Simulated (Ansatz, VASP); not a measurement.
**Ni in VASP and in Ansatz**

```
Ni
1.0
     0.00000    2.50238    2.50238
     2.50238    0.00000    2.50238
     2.50238    2.50238    0.00000
Ni
2
Direct
  0.12500 0.12500 0.12500
  0.87500 0.87500 0.87500
```

Alike in both runs: task single point; functional revPBE; k mesh 12 × 12 × 12; occupations fermi-dirac, width 0.05 eV; collinear spin.

|  | VASP | Ansatz |
| --- | --- | --- |
| version | VASP 6.6.1 | Ansatz 0.2.0 |
| potentials or method | VASP PAW PBE potentials, release 64 (Ni), cutoff 520 eV | plane waves (420 eV) with PAW, scalar-relativistic |
| valence electrons in the cell | 20 | 36 |

VASP gave:

- pressure (GPa): 8.3
- net moment per atom (μB): 0.78
- size of the moment on the site where the two differ most (μB): 0.78

Q: Estimate Ansatz's values.

A: Pressure (GPa): 8.5; net moment per atom (μB): 0.79; size of the moment on the site where the two differ most (μB): 0.83.

VASP's potentials were made for PBE, not for revPBE. Site moments also hang on the region over which each program counts them. VASP's potentials hold 20 valence electrons a cell and Ansatz's 36, so a difference there can come from the potentials and not from the codes.
